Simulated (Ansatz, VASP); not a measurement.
Yb: VASP beside Ansatz

The input INCAR:

```
SYSTEM = Yb
ALGO     = Normal         ! electronic algorithm
EDIFF    = 1E-6           ! SCF threshold, eV
ENCUT    = 520            ! plane-wave cutoff, eV
GGA      = RP             ! functional
ISIF     = 2              ! what is computed and relaxed
ISMEAR   = -1             ! smearing method
LASPH    = .True.         ! aspherical terms in the spheres
LCHARG   = .False.        ! write CHGCAR
LREAL    = .False.        ! projectors in reciprocal space
LWAVE    = .False.        ! write WAVECAR
NBANDS   = 31             ! bands
NELM     = 60             ! most SCF steps
PREC     = Accurate       ! precision mode
SIGMA    = 0.1            ! smearing width, eV
```

File KPOINTS:

```
k-points
0
Gamma
  7 7 7
  0 0 0
```

POSCAR

```
Yb
1.0
    0.0000000000      4.6027583940      4.6027583940
    4.6027583940      0.0000000000      4.6027583940
    4.6027583940      4.6027583940      0.0000000000
Yb
2
Direct
    0.1250000000      0.1250000000      0.1250000000
    0.8750000000      0.8750000000      0.8750000000
```

Input for Ansatz:

```yaml
crystal:
  lattice:
    - [0.0, 4.602758394, 4.602758394]
    - [4.602758394, 0.0, 4.602758394]
    - [4.602758394, 4.602758394, 0.0]
  atoms:
    - { symbol: Yb, position: [0.125, 0.125, 0.125] }
    - { symbol: Yb, position: [0.875, 0.875, 0.875] }
hamiltonian:
  xc: rpbe
  pseudopotentials:
    kind: paw
    azcp:
      Yb: "pseudopotentials/Yb.paw.azcp"
basis:
  ecutwfc: 420
  fft_grid_basis: typed
kpoints:
  mp_grid: { grid: [7, 7, 7], shift: [0, 0, 0] }
magnetization:
  spin_polarized: false
scf:
  occupations: { method: fermi_dirac, width: 0.1 }
  lower_state_search: "off"
output:
  stress: true
```

Alike in both runs: task single point; functional RPBE; k mesh 7 × 7 × 7; occupations fermi-dirac, width 0.1 eV; no spin polarisation.

|  | VASP | Ansatz |
| --- | --- | --- |
| version | VASP 6.6.1 | Ansatz 0.2.0 |
| potentials or method | VASP PAW PBE potentials, release 64 (Yb), cutoff 520 eV | plane waves (420 eV) with PAW, scalar-relativistic |
| valence electrons in the cell | 48 | 48 |

```tsv
	VASP	Ansatz	Ansatz less VASP
pressure (GPa)	-0.6	-0.2	+0.40
```

VASP's potentials were made for PBE, not for RPBE.

Spin-orbit coupling is off throughout.
